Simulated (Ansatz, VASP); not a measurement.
## One calculation of Y, two programs

```
Y
1.0
     3.49524    0.00000    0.00000
    -1.74762    3.02697    0.00000
     0.00000    0.00000    5.49154
Y
2
Direct
  0.33333 0.66667 0.25000
  0.66667 0.33333 0.75000
```

Alike in both runs: task single point; functional PBE; k mesh 9 × 9 × 5; no spin polarisation.

|  | VASP | Ansatz |
| --- | --- | --- |
| version | VASP 6.6.1 | Ansatz 0.2.0 |
| potentials or method | VASP PAW PBE potentials, release 64 (Y_sv), cutoff 520 eV | plane waves, PAW |
| occupations | methfessel-paxton of order 1, width 0.1 eV | cold |
| valence electrons in the cell | 22 | 22 |

Ansatz gave:

| Property | Result |
| --- | --- |
| pressure (GPa) | 5.7 |
| traceless stress, the component that is largest in VASP (GPa) | 0.10 |

Question: What did VASP give for the same quantities?

Answer: Pressure (GPa): 5.6; traceless stress, the component that is largest in VASP (GPa): 0.07.
